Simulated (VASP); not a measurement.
# WSe2 (P6_3/mmc) in VASP: further runs

The runs below take WSe2 through electric field gradients, with PBEsol.

Program: VASP 6.6.1. These are calculated values, not measurements. Logs are shortened: lines on timing, memory, paths and dates and some standing lists are left out, and cuts for length are marked.

### 1 The cell of the first run

Symmetry: P6_3/mmc, No. 194, hexagonal system. The conventional cell has a = 3.268 Å, b = 3.268 Å, c = 12.883 Å, α = 90.00°, β = 90.00°, γ = 120.00°. W (site symmetry -6m2) has 6 Se at 2.51 Å and 6 W at 3.27 Å within 3.3 Å. Within 3.4 Å of Se (site symmetry 3m) lie 3 W at 2.51 Å and 7 Se at 3.27 to 3.32 Å.

### 2 Electric field gradients, PBEsol (19.86 Å³/atom)

INCAR

```
  PREC = Accurate
  ENCUT = 520
  EDIFF = 1E-8
  ISMEAR = -1
  SIGMA = 0.08
  LREAL = F
  LASPH = T
  NELM = 60
  ALGO = Normal
  ISIF = 2
  LWAVE = F
  LCHARG = F
  GGA = PS
  LEFG = T
  NBANDS = 35
```

KPOINTS

```
regular mesh
0
Gamma
  11 11 3
```

POSCAR

```
WSe2
1.0
    3.2679172587      0.0000000000      0.0000000000
   -1.6339586293      2.8300993634      0.0000000000
    0.0000000000      0.0000000000     12.8829503973
W Se
2 4
Direct
    0.3333333333      0.6666666667      0.2500000000
    0.6666666667      0.3333333333      0.7500000000
    0.3333333333      0.6666666667      0.6210000000
    0.6666666667      0.3333333333      0.1210000000
    0.3333333333      0.6666666667      0.8790000000
    0.6666666667      0.3333333333      0.3790000000
```

Potentials or basis: VASP PAW PBE potentials, release 64 (W_sv, Se).

Launch:

```
> cat potpaw_PBE.64/W_sv/POTCAR potpaw_PBE.64/Se/POTCAR > POTCAR
> mpirun -np 1 vasp_std > vasp.out
```

OUTCAR:

```text
PREC = Accurate
   ENCUT = 520
   EDIFF = 1E-8
   ISMEAR = -1
   LREAL = F
   LASPH = T
   NELM = 60
   ISIF = 2
   GGA = PS

 ion  position               nearest neighbor table
   1  0.333  0.667  0.250-   4 2.51   6 2.51   4 2.51   6 2.51   4 2.51   6 2.51
   2  0.667  0.333  0.750-   3 2.51   5 2.51   3 2.51   5 2.51   3 2.51   5 2.51
   3  0.333  0.667  0.621-   2 2.51   2 2.51   2 2.51
   4  0.667  0.333  0.121-   1 2.51   1 2.51   1 2.51
   5  0.333  0.667  0.879-   2 2.51   2 2.51   2 2.51
   6  0.667  0.333  0.379-   1 2.51   1 2.51   1 2.51

  LATTYP: Found a hexagonal cell.
 ALAT       =     3.2679172587
 C/A-ratio  =     3.9422510968

  Lattice vectors:

 A1 = (   3.2679172587,   0.0000000000,   0.0000000000)
 A2 = (  -1.6339586293,   2.8300993634,   0.0000000000)
 A3 = (   0.0000000000,   0.0000000000,  12.8829503973)

Analysis of symmetry for initial positions (statically):
=====================================================================
 Subroutine PRICEL returns:
 Original cell was already a primitive cell.

 Routine SETGRP: Setting up the symmetry group for a
 hexagonal supercell.

 Subroutine GETGRP returns: Found 24 space group operations
 (whereof 12 operations were pure point group operations)
 out of a pool of 24 trial point group operations.

The static configuration has the point symmetry D_3d.
 The point group associated with its full space group is D_6h.

Analysis of symmetry for dynamics (positions and initial velocities):
=====================================================================
 Subroutine PRICEL returns:
 Original cell was already a primitive cell.

 Routine SETGRP: Setting up the symmetry group for a
 hexagonal supercell.

 Subroutine GETGRP returns: Found 24 space group operations
 (whereof 12 operations were pure point group operations)
 out of a pool of 24 trial point group operations.

The dynamic configuration has the point symmetry D_3d.
 The point group associated with its full space group is D_6h.

 Subroutine INISYM returns: Found 24 space group operations
 (whereof 12 operations are pure point group operations),
 and found     1 'primitive' translations

----------------------------------------------------------------------------------------

                                     Primitive cell

  volume of cell :     119.1484

  direct lattice vectors                    reciprocal lattice vectors
     3.267917259  0.000000000  0.000000000     0.306005300  0.176672242  0.000000000
    -1.633958629  2.830099363  0.000000000     0.000000000  0.353344484  0.000000000
     0.000000000  0.000000000 12.882950397     0.000000000  0.000000000  0.077621971

  length of vectors
     3.267917259  3.267917259 12.882950397     0.353344484  0.353344484  0.077621971

  position of ions in fractional coordinates (direct lattice)
     0.333333333  0.666666667  0.250000000
     0.666666667  0.333333333  0.750000000
     0.333333333  0.666666667  0.621000000
     0.666666667  0.333333333  0.121000000
     0.333333333  0.666666667  0.879000000
     0.666666667  0.333333333  0.379000000

  ion indices of the primitive-cell ions
   primitive index   ion index
                 1           1
                 2           2
                 3           3
                 4           4
                 5           5
                 6           6

----------------------------------------------------------------------------------------

 KPOINTS: regular mesh

Automatic generation of k-mesh.
 Grid dimensions read from file:
 generate k-points for:   11   11    3

 Generating k-lattice:

  Cartesian coordinates                     Fractional coordinates (reciprocal lattice)
     0.027818664  0.016061113  0.000000000     0.090909091  0.000000000  0.000000000
[... 52 lines left out ...]
   ICHARG =      2    charge: 1-file 2-atom 10-const
   ISPIN  =      1    spin polarized calculation?
   LNONCOLLINEAR =      F non collinear calculations
   LSORBIT =      F    spin-orbit coupling
   LASPH  =      T    aspherical Exc in radial PAW
   ENCUT  =  520.0 eV  38.22 Ry    6.18 a.u.   6.08  6.08 23.95*2*pi/ulx,y,z
   NELM   =     60;   NELMIN=  2; NELMDL= -5     # of ELM steps
   EDIFF  = 0.1E-07   stopping-criterion for ELM
   LREAL  =      F    real-space projection
   EDIFFG = 0.1E-06   stopping-criterion for IOM
   NSW    =      0    number of steps for IOM
   IBRION =     -1    ionic relax: 0-MD 1-quasi-New 2-CG
   NFREE  =      0    steps in history (QN), initial steepest desc. (CG)
   ISIF   =      2    stress and relaxation
   ISYM   =      2    0-nonsym 1-usesym 2-fastsym
   POTIM  = 0.5000    time-step for ionic-motion
   TEBEG  =    0.0;   TEEND  =   0.0 temperature during run
   PSTRESS=    0.0 pullay stress
   NELECT =      52.0000    total number of electrons
   NUPDOWN=      -1.0000    fix difference up-down
   EMIN   =  10.00;   EMAX   =-10.00  energy-range for DOS
   EFERMI =   0.00;   METHOD = LEGACY
   ISMEAR =    -1;   SIGMA  =   0.08  broadening in eV -4-tet -1-fermi 0-gaus
   EFERMI_NEDOS =   21; number of points for ismear=-14 and -15
   IALGO  =     38    algorithm
   IMIX   =      4    mixing-type and parameters
     AMIX     =   0.40;   BMIX     =  1.00
     AMIX_MAG =   1.60;   BMIX_MAG =  1.00
  volume/ion in A,a.u.               =      19.86       134.01
  Fermi-wavevector in a.u.,A,eV,Ry     =   1.241786  2.346634 20.980609  1.542031
  Thomas-Fermi vector in A             =   2.376168
   LORBIT       =      0    0 simple, 1 ext, 2 COOP (PROOUT), +10 PAW based schemes
   GGA     = PS    functional components
   LHFCALC =     F    Hartree Fock is set to
   AEXX    =    0.0000 exact exchange contribution
   IVDW    =     0    specifies the selected vdW correction
   LEPSILON=     F    determine dielectric tensor
   LRPA    =     F    only Hartree local field effects (RPA)
 non-spin polarized calculation
  energy-cutoff  :      520.00
  volume of cell :      119.15
 maximum number of plane-waves:      3246
   NGX = 13   NGY = 13   NGZ = 47

 number of electron      51.9999992 magnetization

 Free energy of the ion-electron system (eV)
  ---------------------------------------------------
  ext. energy  EPLUGINS =         0.00000000
  ---------------------------------------------------
  free energy    TOTEN  =       -46.53298716 eV

  energy without entropy =      -46.53286397  energy(sigma->0) =      -46.53292556

 E-fermi :   6.7819     XC(G=0): -11.0088

 val. band max:        6.3815325611   @ k =   0.0000   0.0000   0.0000
 cond. band min:       7.2717201183   @ k =   0.1818   0.1818   0.0000
 fundamental gap:      0.8901875572
 Fermi energy:         6.7819282624

 k-point     1 :       0.0000    0.0000    0.0000
  band No.  band energies     occupation
      1     -67.8941      2.00000
      2     -67.8940      2.00000
      3     -32.1668      2.00000
      4     -32.1667      2.00000
      5     -32.0187      2.00000
      6     -32.0187      2.00000
[... 901 lines left out ...]
     34      10.3253      0.00000
     35      13.1931      0.00000

 [... further k-points ...]

------------------------ aborting loop because EDIFF is reached ----------------------------------------

  FORCE on cell =-STRESS in cart. coord.  units (eV):
  Direction    XX          YY          ZZ          XY          YZ          ZX
  --------------------------------------------------------------------------------------
  -------------------------------------------------------------------------------------
  Total        1.1452631      1.1452631      2.4633749      0.0000000     -0.0000000      0.0000000
  in kB       15.4002506     15.4002506     33.1247812      0.0000000     -0.0000000      0.0000000
  external PRESSURE =      21.3084275 kB  Pullay stress =       0.0000000 kB

 VOLUME and BASIS-vectors are now :
 -----------------------------------------------------------------------------
  energy-cutoff  :      520.00
  volume of cell :      119.15
      direct lattice vectors                 reciprocal lattice vectors
     3.267917259  0.000000000  0.000000000     0.306005300  0.176672242  0.000000000
    -1.633958629  2.830099363  0.000000000     0.000000000  0.353344484  0.000000000
     0.000000000  0.000000000 12.882950397     0.000000000  0.000000000  0.077621971

 POSITION                                       TOTAL-FORCE (eV/Angst)
 -----------------------------------------------------------------------------------
     -0.00000      1.88673      3.22074        -0.000000     -0.000000      0.000000
      1.63396      0.94337      9.66221         0.000000      0.000000      0.000000
     -0.00000      1.88673      8.00031         0.000000      0.000000     -0.273563
      1.63396      0.94337      1.55884        -0.000000     -0.000000     -0.273563
     -0.00000      1.88673     11.32411         0.000000      0.000000      0.273563
      1.63396      0.94337      4.88264        -0.000000     -0.000000      0.273563
 -----------------------------------------------------------------------------------
    total drift:                               -0.000000      0.000000     -0.000000

  FREE ENERGIE OF THE ION-ELECTRON SYSTEM (eV)
  ---------------------------------------------------
  free  energy   TOTEN  =       -46.5329871577 eV

  energy  without entropy=      -46.5328639706  energy(sigma->0) =      -46.53292556

 Electric field gradients (V/A^2)
---------------------------------------------------------------------
 ion       V_xx      V_yy      V_zz      V_xy      V_xz      V_yz
---------------------------------------------------------------------
   1      78.137    78.138  -156.274     0.001     0.000    -0.000
   2      78.137    78.138  -156.274     0.001    -0.000     0.000
   3      39.048    39.048   -78.096    -0.000    -0.000     0.000
   4      39.048    39.048   -78.096    -0.000     0.000    -0.000
   5      39.048    39.048   -78.096    -0.000     0.000    -0.000
   6      39.048    39.048   -78.096    -0.000    -0.000     0.000
---------------------------------------------------------------------

 Electric field gradients after diagonalization (V/A^2)
 (convention: |V_zz| > |V_xx| > |V_yy|)
----------------------------------------------------------------------
 ion       V_xx      V_yy      V_zz     asymmetry (V_yy - V_xx)/ V_zz
----------------------------------------------------------------------
   1      78.138    78.136  -156.274       0.000
   2      78.138    78.136  -156.274       0.000
   3      39.048    39.048   -78.096       0.000
   4      39.048    39.048   -78.096       0.000
   5      39.048    39.048   -78.096       0.000
   6      39.048    39.048   -78.096       0.000
----------------------------------------------------------------------

           NMR quadrupolar parameters

 Cq : quadrupolar parameter    Cq=e*Q*V_zz/h
 eta: asymmetry parameters     (V_yy - V_xx)/ V_zz
 Q  : nuclear electric quadrupole moment in mb (millibarn)
----------------------------------------------------------------------
 ion       Cq(MHz)       eta       Q (mb)
----------------------------------------------------------------------
   1      -0.378       0.000       1.000
   2      -0.378       0.000       1.000
   3      -0.189       0.000       1.000
   4      -0.189       0.000       1.000
   5      -0.189       0.000       1.000
   6      -0.189       0.000       1.000
----------------------------------------------------------------------
```

Wall time 2 min (1 thread of Intel Xeon Platinum 8259CL at 2.50GHz (Skylake/Cascade Lake), shared host); peak memory 0.29 GiB.

Results:

- Free energy: -46.5330 eV
- Pressure: 2.1 GPa
- Largest force: 0.274 eV/Å
- Band gap on the k mesh: 0.89 eV (least direct gap 1.78 eV)
- Largest electric field gradient by atom: W -156.3; Se -78.1 V/Å²

Forces on the atoms (eV/Å):
```
W    0.000  0.000  0.000
W    0.000  0.000  0.000
Se   0.000  0.000 -0.274
Se   0.000  0.000 -0.274
Se   0.000  0.000  0.274
Se   0.000  0.000  0.274
```

Electric field gradients, principal values (V/Å²):
```csv
atom,least,middle,greatest (by size)
1 W,78.136,78.138,-156.274
2 W,78.136,78.138,-156.274
3 Se,39.048,39.048,-78.096
4 Se,39.048,39.048,-78.096
5 Se,39.048,39.048,-78.096
6 Se,39.048,39.048,-78.096
```

Caveat: without QUAD_EFG the Cq values of the log hold for a quadrupole moment of 1 mb, not for the nuclei; the PAW data sets were made with another functional, which shifts forces and pressure a little; spin-orbit coupling is left out, which moves the levels of the heavy elements; this functional lacks dispersion, which binds layers or chains, so the pressure and a relaxed spacing across them are unreliable. A k mesh can miss the band edges.

### 3 Electric field gradients, PBEsol (20.06 Å³/atom)

This run uses another cell than the first one, of 20.06 Å³/atom.

INCAR

```
PREC = Accurate
ENCUT = 520
EDIFF = 1E-8
ISMEAR = -1
SIGMA = 0.08
LREAL = F
LASPH = T
NELM = 100
ALGO = Normal
ISIF = 2
LWAVE = F
LCHARG = F
GGA = PS
LEFG = T
NBANDS = 35
```

KPOINTS is that of step 2.

POSCAR: that of step 2 with these lines changed.

```diff
@@ -2,5 +2,5 @@
 1.0
-    3.2679172587      0.0000000000      0.0000000000
-   -1.6339586293      2.8300993634      0.0000000000
-    0.0000000000      0.0000000000     12.8829503973
+    3.2789950290      0.0000000000      0.0000000000
+   -1.6394975145      2.8396929940      0.0000000000
+    0.0000000000      0.0000000000     12.9266217496
 W Se
```

Potentials or basis: VASP PAW PBE potentials, release 64 (W_sv, Se).

Launch:

```
> cat potpaw_PBE.64/W_sv/POTCAR potpaw_PBE.64/Se/POTCAR > POTCAR
> mpirun -np 1 vasp_std > vasp.out
```

OUTCAR:

```text
PREC = Accurate
   ENCUT = 520
   EDIFF = 1E-8
   ISMEAR = -1
   LREAL = F
   LASPH = T
   NELM = 100
   ISIF = 2
   GGA = PS

 ion  position               nearest neighbor table
   1  0.333  0.667  0.250-   4 2.52   6 2.52   4 2.52   6 2.52   4 2.52   6 2.52
   2  0.667  0.333  0.750-   3 2.52   5 2.52   3 2.52   5 2.52   3 2.52   5 2.52
   3  0.333  0.667  0.621-   2 2.52   2 2.52   2 2.52
   4  0.667  0.333  0.121-   1 2.52   1 2.52   1 2.52
   5  0.333  0.667  0.879-   2 2.52   2 2.52   2 2.52
   6  0.667  0.333  0.379-   1 2.52   1 2.52   1 2.52

  LATTYP: Found a hexagonal cell.
 ALAT       =     3.2789950290
 C/A-ratio  =     3.9422510968
[... 1152 lines left out ...]
   2      77.134    77.135  -154.269     0.001    -0.000     0.000
   3      38.227    38.227   -76.454    -0.000    -0.000     0.000
   4      38.227    38.227   -76.454    -0.000     0.000    -0.000
   5      38.227    38.227   -76.454    -0.000     0.000    -0.000
   6      38.227    38.227   -76.454    -0.000    -0.000     0.000
---------------------------------------------------------------------

 Electric field gradients after diagonalization (V/A^2)
 (convention: |V_zz| > |V_xx| > |V_yy|)
----------------------------------------------------------------------
 ion       V_xx      V_yy      V_zz     asymmetry (V_yy - V_xx)/ V_zz
----------------------------------------------------------------------
   1      77.136    77.134  -154.269       0.000
   2      77.136    77.134  -154.269       0.000
   3      38.227    38.227   -76.454       0.000
   4      38.227    38.227   -76.454       0.000
   5      38.227    38.227   -76.454       0.000
   6      38.227    38.227   -76.454       0.000
----------------------------------------------------------------------

           NMR quadrupolar parameters

 Cq : quadrupolar parameter    Cq=e*Q*V_zz/h
 eta: asymmetry parameters     (V_yy - V_xx)/ V_zz
 Q  : nuclear electric quadrupole moment in mb (millibarn)
----------------------------------------------------------------------
 ion       Cq(MHz)       eta       Q (mb)
----------------------------------------------------------------------
   1      -0.373       0.000       1.000
   2      -0.373       0.000       1.000
   3      -0.185       0.000       1.000
   4      -0.185       0.000       1.000
   5      -0.185       0.000       1.000
   6      -0.185       0.000       1.000
----------------------------------------------------------------------
```

Run time: 2 min. Hardware: 1 thread of Intel Xeon Platinum 8259CL at 2.50GHz (Skylake/Cascade Lake), shared host; peak memory 0.29 GiB.

What came out:

```yaml
Free_energy: -46.5436 eV
Pressure: 0.6 GPa
Largest_force: 0.098 eV/Å
Band_gap_on_the_k_mesh: 0.90 eV (least direct gap 1.76 eV)
Largest_electric_field_gradient_by_atom: W -154.3; Se -76.5 V/Å²
```

Forces in eV/Å, atoms in the order of the input:
```
W    0.000  0.000  0.000
W    0.000  0.000  0.000
Se   0.000  0.000 -0.098
Se   0.000  0.000 -0.098
Se   0.000  0.000  0.098
Se   0.000  0.000  0.098
```

Stress tensor (GPa, compression positive):
```
0.11 0.00 0.00
0.00 0.11 0.00
0.00 0.00 1.60
```

Electric field gradients, principal values (V/Å²):
```tsv
atom	least	middle	greatest (by size)
1 W	77.134	77.136	-154.269
2 W	77.134	77.136	-154.269
3 Se	38.227	38.227	-76.454
4 Se	38.227	38.227	-76.454
5 Se	38.227	38.227	-76.454
6 Se	38.227	38.227	-76.454
```

Caveat: without QUAD_EFG the Cq values of the log hold for a quadrupole moment of 1 mb, not for the nuclei; the PAW data sets were made with another functional, which shifts forces and pressure a little; spin-orbit coupling is left out, which moves the levels of the heavy elements; this functional lacks dispersion, which binds layers or chains, so the pressure and a relaxed spacing across them are unreliable.

(Continued in part 2 of 3.)
